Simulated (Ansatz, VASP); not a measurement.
One calculation of Ir2Pt, two programs

INCAR

```
SYSTEM = Ir2Pt
PREC = Accurate ; ENCUT = 500
EDIFF = 1E-7 ; ISMEAR = 0
SIGMA = 0.1 ; LREAL = .False.
LASPH = .True. ; NELM = 120
ALGO = Normal ; ISIF = 3
LWAVE = .False. ; LCHARG = .False.
GGA = PE ; IBRION = 2
NSW = 100 ; EDIFFG = -0.01
GGA_COMPAT = .False. ; NELMIN = 4
```

The input KPOINTS:

```
Automatic mesh
0
Gamma
  10 10 10
  0 0 0
```

File POSCAR:

```
Ir2Pt
1.0
    0.0000000000      3.6385648868      3.6385648868
    3.6385648868      0.0000000000      3.6385648868
    3.6385648868      3.6385648868      0.0000000000
Ir Pt
4 2
Direct
    0.1250000000      0.6250000000      0.6250000000
    0.6250000000      0.6250000000      0.6250000000
    0.6250000000      0.6250000000      0.1250000000
    0.6250000000      0.1250000000      0.6250000000
    0.0000000000      0.0000000000      0.0000000000
    0.2500000000      0.2500000000      0.2500000000
```

Input for Ansatz:

```yaml
crystal:
  lattice:
    - [0.0, 3.6385648868, 3.6385648868]
    - [3.6385648868, 0.0, 3.6385648868]
    - [3.6385648868, 3.6385648868, 0.0]
  atoms:
    - { symbol: Ir, position: [0.125, 0.625, 0.625] }
    - { symbol: Ir, position: [0.625, 0.625, 0.625] }
    - { symbol: Ir, position: [0.625, 0.625, 0.125] }
    - { symbol: Ir, position: [0.625, 0.125, 0.625] }
    - { symbol: Pt, position: [0.0, 0.0, 0.0] }
    - { symbol: Pt, position: [0.25, 0.25, 0.25] }
basis:
  ecutwfc: 420
kpoints:
  mp_grid: { grid: [10, 10, 10] }
hamiltonian:
  xc: pbe
scf:
  occupations: { method: gaussian, width: 0.1 }
output:
  forces: true
  stress: true
  eigenvalues: true
relax:
  adjacent_minimum: "off"
  f_tol: 0.01
  max_steps: 80
  cell: { stress_tol: 0.05 }
```

Change from the starting cell: species swapped into the YPt2 type (Fd-3m, No. 227).

Alike in both runs: task relaxation of cell and atoms; functional PBE; k mesh 10 × 10 × 10; occupations gaussian, width 0.1 eV; no spin polarisation.

|  | VASP | Ansatz |
| --- | --- | --- |
| version | VASP 6.6.1 | Ansatz 0.2.0 |
| potentials or method | VASP PAW PBE potentials, release 64 (Ir, Pt), cutoff 500 eV | scalar-relativistic, plane waves, PAW |
| valence electrons in the cell | 56 | 104 |

```csv
,VASP,Ansatz,Ansatz less VASP
"gap on the k mesh at the Fermi level, each at its own relaxed structure (eV)",none,none,-
relaxed volume (Å³/atom),16.08,16.06,-0.018
relaxed cell length with the largest relative difference (Å),5.148,5.146,-0.0020
```

A gap of «none» marks a metal or a gap that the smearing closes. VASP's potentials hold 56 valence electrons a cell and Ansatz's 104, so a difference there can come from the potentials and not from the codes.

Neither program's run includes spin-orbit coupling.
